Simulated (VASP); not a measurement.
Input of a VASP 6.6.1 run:

The input POSCAR:

```
Si
1.0
    0.0000000000      2.7709909694      2.7709909694
    2.7709909694      0.0000000000      2.7709909694
    2.7709909694      2.7709909694      0.0000000000
Si
2
Direct
    0.0000000000      0.0000000000      0.0000000000
    0.2500000000      0.2500000000      0.2500000000
```

File INCAR.step1:

```
SYSTEM = Si
  PREC = Accurate
  ENCUT = 520
  EDIFF = 1E-5
  ISMEAR = -1
  SIGMA = 0.05
  LREAL = .False.
  LASPH = .True.
  NELM = 60
  ALGO = Normal
  ISIF = 2
  LWAVE = .True.
  LCHARG = .False.
  NBANDS = 11
  GGA = PE
```

Contents of INCAR.step2:

```
SYSTEM = Si
  PREC = Accurate
  ENCUT = 520
  EDIFF = 1E-6
  ISMEAR = -1
  SIGMA = 0.05
  LREAL = .False.
  LASPH = .True.
  NELM = 60
  ALGO = Normal
  ISIF = 2
  LWAVE = .False.
  LCHARG = .False.
  GGA = PE
  LHFCALC = .True.
  HFSCREEN = 0.2079
  PRECFOCK = Normal
  NBANDS = 11
  ISTART = 1
```

The input KPOINTS:

```
Automatic mesh
0
Gamma
  4 4 4
  0 0 0
```

Potentials or basis: VASP PAW PBE potentials, release 64 (Si).

Launch:

```sh
$ cat potpaw_PBE.64/Si/POTCAR > POTCAR
$ cp INCAR.step1 INCAR
$ mpirun -np 1 vasp_std > vasp.out
$ cp INCAR.step2 INCAR
$ mpirun -np 1 vasp_std > vasp.out
```

(1) What does it give for the band gap on the k mesh?

(2) Estimate the pressure.

## Answers

(1) 1.44 eV (least direct gap 3.30 eV).

(2) -4.7 GPa.

Caveat: the k points lie up to 0.49 Å⁻¹ apart; the PAW data sets were made with another functional, which shifts forces and pressure a little.
